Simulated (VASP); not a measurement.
# Ta2Ru (P-62m) in VASP: further runs, part 2 of 2

VASP 6.6.1. Earlier steps stand in the parts before.

## (3) Single point, PBE

This run uses another cell than the first one, of the same volume but with other edges.

INCAR reads:

```
SYSTEM = Ta2Ru
PREC     = Accurate       ! precision mode
ENCUT    = 520            ! plane-wave cutoff, eV
EDIFF    = 1E-6           ! SCF threshold, eV
ISMEAR   = 0              ! smearing method
SIGMA    = 0.1            ! smearing width, eV
LREAL    = .FALSE.        ! projectors in reciprocal space
LASPH    = .TRUE.         ! aspherical terms in the spheres
NELM     = 60             ! most SCF steps
ALGO     = Fast           ! electronic algorithm
ISIF     = 2              ! what is computed and relaxed
LWAVE    = .FALSE.        ! write WAVECAR
LCHARG   = .FALSE.        ! write CHGCAR
GGA      = PE             ! functional
NBANDS   = 45             ! bands
```

KPOINTS reads:

```
regular mesh
0
G
  6 6 14
  0 0 0
```

POSCAR reads:

```
Ta2Ru
1.0
    7.4832821763      0.0000000000      0.0000000000
   -3.7416410882      6.4807124683      0.0000000000
    0.0000000000      0.0000000000      2.7733769594
Ta Ru
4 2
Direct
    0.6489270610      0.0000000000      0.5000000000
    0.0000000000      0.6489270610      0.5000000000
    0.3510729390      0.3510729390      0.5000000000
    0.0000000000      0.0000000000      0.5000000000
    0.3333333333      0.6666666667      0.5000000000
    0.6666666667      0.3333333333      0.5000000000
```

Potentials or basis: VASP PAW PBE potentials, release 64 (Ta_pv, Ru_pv).

Started as:

```console
$ cat potpaw_PBE.64/Ta_pv/POTCAR potpaw_PBE.64/Ru_pv/POTCAR > POTCAR
$ mpirun -np 1 vasp_std > vasp.out
```

OUTCAR:

```text
SYSTEM = Ta2Ru
   PREC = Accurate
   ENCUT = 520
   EDIFF = 1E-6
   ISMEAR = 0
   LREAL = .FALSE.
   LASPH = .TRUE.
   NELM = 60
   ISIF = 2
   GGA = PE

 ion  position               nearest neighbor table
   1  0.649  0.000  0.500-   6 2.43   5 2.43   4 2.63
   2  0.000  0.649  0.500-   5 2.43   6 2.43   4 2.63
   3  0.351  0.351  0.500-   5 2.43   6 2.43   4 2.63
   4  0.000  0.000  0.500-   3 2.63   2 2.63   1 2.63
   5  0.333  0.667  0.500-   2 2.43   1 2.43   3 2.43
   6  0.667  0.333  0.500-   1 2.43   2 2.43   3 2.43

  LATTYP: Found a hexagonal cell.
 ALAT       =     7.4832821763
 C/A-ratio  =     0.3706096996

  Lattice vectors:

 A1 = (   7.4832821763,   0.0000000000,   0.0000000000)
 A2 = (  -3.7416410882,   6.4807124683,   0.0000000000)
 A3 = (   0.0000000000,   0.0000000000,   2.7733769594)

Analysis of symmetry for initial positions (statically):
=====================================================================
 Subroutine PRICEL returns:
 Original cell was already a primitive cell.

 Routine SETGRP: Setting up the symmetry group for a
 hexagonal supercell.

 Subroutine GETGRP returns: Found 12 space group operations
 (whereof 12 operations were pure point group operations)
 out of a pool of 24 trial point group operations.

The static configuration has the point symmetry D_3h.

Analysis of symmetry for dynamics (positions and initial velocities):
=====================================================================
 Subroutine PRICEL returns:
 Original cell was already a primitive cell.

 Routine SETGRP: Setting up the symmetry group for a
 hexagonal supercell.

 Subroutine GETGRP returns: Found 12 space group operations
 (whereof 12 operations were pure point group operations)
 out of a pool of 24 trial point group operations.

The dynamic configuration has the point symmetry D_3h.

 Subroutine INISYM returns: Found 12 space group operations
 (whereof 12 operations are pure point group operations),
 and found     1 'primitive' translations

----------------------------------------------------------------------------------------

                                     Primitive cell

  volume of cell :     134.5005

  direct lattice vectors                    reciprocal lattice vectors
     7.483282176  0.000000000  0.000000000     0.133631203  0.077152011  0.000000000
    -3.741641088  6.480712468  0.000000000     0.000000000  0.154304022  0.000000000
     0.000000000  0.000000000  2.773376959     0.000000000  0.000000000  0.360571251

  length of vectors
     7.483282176  7.483282176  2.773376959     0.154304022  0.154304022  0.360571251

  position of ions in fractional coordinates (direct lattice)
     0.648927061  0.000000000  0.500000000
     0.000000000  0.648927061  0.500000000
     0.351072939  0.351072939  0.500000000
     0.000000000  0.000000000  0.500000000
     0.333333333  0.666666667  0.500000000
     0.666666667  0.333333333  0.500000000

  ion indices of the primitive-cell ions
   primitive index   ion index
                 1           1
                 2           2
                 3           3
                 4           4
                 5           5
[... 30 lines left out ...]
  0.000000  0.000000  0.000000      1.000000
  0.166667  0.000000  0.000000      6.000000
  0.333333  0.000000  0.000000      6.000000
  0.500000  0.000000  0.000000      3.000000
  0.166667  0.166667  0.000000      6.000000
  0.333333  0.166667  0.000000     12.000000
[... 16 lines left out ...]
  0.166667  0.000000  0.214286     12.000000
  0.333333  0.000000  0.214286     12.000000
 [... further k-points ...]
   k-points           NKPTS =     56   k-points in BZ     NKDIM =     56   number of bands    NBANDS=     45
   number of dos      NEDOS =    301   number of ions     NIONS =      6
   total plane-waves  NPLWV =  75264
   dimension x,y,z NGX =    56 NGY =   56 NGZ =   24
   dimension x,y,z NGXF=   112 NGYF=  112 NGZF=   48
   ions per type =               4   2
   NGX,Y,Z   is equivalent  to a cutoff of  12.44, 12.44, 14.39 a.u.
   NGXF,Y,Z  is equivalent  to a cutoff of  24.88, 24.88, 28.77 a.u.
 SYSTEM =  Ta2Ru
   PREC   = accura    normal or accurate (medium, high low for compatibility)
   ISTART =      0    job   : 0-new  1-cont  2-samecut
   ICHARG =      2    charge: 1-file 2-atom 10-const
   ISPIN  =      1    spin polarized calculation?
   LNONCOLLINEAR =      F non collinear calculations
   LSORBIT =      F    spin-orbit coupling
   LASPH  =      T    aspherical Exc in radial PAW
   ENCUT  =  520.0 eV  38.22 Ry    6.18 a.u.  13.91 13.91  5.16*2*pi/ulx,y,z
   NELM   =     60;   NELMIN=  2; NELMDL= -5     # of ELM steps
   EDIFF  = 0.1E-05   stopping-criterion for ELM
   LREAL  =      F    real-space projection
   EDIFFG = 0.1E-04   stopping-criterion for IOM
   NSW    =      0    number of steps for IOM
   IBRION =     -1    ionic relax: 0-MD 1-quasi-New 2-CG
   NFREE  =      0    steps in history (QN), initial steepest desc. (CG)
   ISIF   =      2    stress and relaxation
   ISYM   =      2    0-nonsym 1-usesym 2-fastsym
   POTIM  = 0.5000    time-step for ionic-motion
   TEBEG  =    0.0;   TEEND  =   0.0 temperature during run
   PSTRESS=    0.0 pullay stress
   NELECT =      72.0000    total number of electrons
   NUPDOWN=      -1.0000    fix difference up-down
   EMIN   =  10.00;   EMAX   =-10.00  energy-range for DOS
   EFERMI =   0.00;   METHOD = LEGACY
   ISMEAR =     0;   SIGMA  =   0.10  broadening in eV -4-tet -1-fermi 0-gaus
   EFERMI_NEDOS =   21; number of points for ismear=-14 and -15
   IALGO  =     68    algorithm
   IMIX   =      4    mixing-type and parameters
     AMIX     =   0.40;   BMIX     =  1.00
     AMIX_MAG =   1.60;   BMIX_MAG =  1.00
  volume/ion in A,a.u.               =      22.42       151.28
  Fermi-wavevector in a.u.,A,eV,Ry     =   1.329263  2.511944 24.040697  1.766941
  Thomas-Fermi vector in A             =   2.458439
   LORBIT       =      0    0 simple, 1 ext, 2 COOP (PROOUT), +10 PAW based schemes
   GGA     = PE    functional components
   LHFCALC =     F    Hartree Fock is set to
   AEXX    =    0.0000 exact exchange contribution
   IVDW    =     0    specifies the selected vdW correction
   LEPSILON=     F    determine dielectric tensor
   LRPA    =     F    only Hartree local field effects (RPA)
 non-spin polarized calculation
 RMM-DIIS sequential band-by-band and
 Gauss-broadening in eV      SIGMA  =   0.10
  energy-cutoff  :      520.00
  volume of cell :      134.50
 maximum number of plane-waves:      3652
 NGX is ok and might be reduce to    56

 number of electron      72.0000007 magnetization

 Free energy of the ion-electron system (eV)
  ---------------------------------------------------
  ext. energy  EPLUGINS =         0.00000000
  ---------------------------------------------------
  free energy    TOTEN  =       -58.35641917 eV

  energy without entropy =      -58.31462925  energy(sigma->0) =      -58.33552421

 E-fermi :   4.3792     XC(G=0): -11.0368

 val. band max:        4.3782120969   @ k =   0.3333   0.1667   0.2857
 cond. band min:       4.3867586195   @ k =   0.1667   0.1667   0.4286
 fundamental gap:      0.0085465226
 Fermi energy:         4.3791638538

 k-point     1 :       0.0000    0.0000    0.0000
  band No.  band energies     occupation
      1     -37.8448      2.00000
      2     -37.8448      2.00000
      3     -37.8000      2.00000
      4     -37.8000      2.00000
      5     -37.3712      2.00000
      6     -37.3699      2.00000
[... 1141 lines left out ...]
     44       6.5180      0.00000
     45       7.1978      0.00000

 [... further k-points ...]

------------------------ aborting loop because EDIFF is reached ----------------------------------------

  FORCE on cell =-STRESS in cart. coord.  units (eV):
  Direction    XX          YY          ZZ          XY          YZ          ZX
  --------------------------------------------------------------------------------------
  -------------------------------------------------------------------------------------
  Total        0.2866526      0.2866526     -0.0227889     -0.0000000     -0.0000000      0.0000000
  in kB        3.4146227      3.4146227     -0.2714628     -0.0000000     -0.0000000      0.0000000
  external PRESSURE =       2.1859276 kB  Pullay stress =       0.0000000 kB

 VOLUME and BASIS-vectors are now :
 -----------------------------------------------------------------------------
  energy-cutoff  :      520.00
  volume of cell :      134.50
      direct lattice vectors                 reciprocal lattice vectors
     7.483282176  0.000000000  0.000000000     0.133631203  0.077152011  0.000000000
    -3.741641088  6.480712468  0.000000000     0.000000000  0.154304022  0.000000000
     0.000000000  0.000000000  2.773376959     0.000000000  0.000000000  0.360571251

 POSITION                                       TOTAL-FORCE (eV/Angst)
 -----------------------------------------------------------------------------------
      4.85610      0.00000      1.38669         0.028059     -0.000000      0.000000
     -2.42805      4.20551      1.38669        -0.014030      0.024300      0.000000
      1.31359      2.27520      1.38669        -0.014030     -0.024300      0.000000
      0.00000      0.00000      1.38669        -0.000000      0.000000      0.000000
     -0.00000      4.32047      1.38669        -0.000000      0.000000      0.000000
      3.74164      2.16024      1.38669        -0.000000     -0.000000      0.000000
 -----------------------------------------------------------------------------------
    total drift:                                0.000000      0.000000     -0.000000

  FREE ENERGIE OF THE ION-ELECTRON SYSTEM (eV)
  ---------------------------------------------------
  free  energy   TOTEN  =       -58.3564191682 eV

  energy  without entropy=      -58.3146292547  energy(sigma->0) =      -58.33552421
```

It took 10 min on 1 thread of Intel Xeon Platinum 8488C (Sapphire Rapids), shared host; peak memory 0.44 GiB.

Results:

```yaml
Free_energy: -58.3564 eV
Pressure: 0.2 GPa
Largest_force: 0.028 eV/Å
Band_gap_on_the_k_mesh: zero (bands 36 and 37 overlap by 0.62 eV)
```

Forces in eV/Å, atoms in the order of the input:
```
Ta   0.028  0.000  0.000
Ta  -0.014  0.024  0.000
Ta  -0.014 -0.024  0.000
Ta   0.000  0.000  0.000
Ru   0.000  0.000  0.000
Ru   0.000  0.000  0.000
```

Caveat: spin-orbit coupling is left out, which moves the levels of the heavy elements.
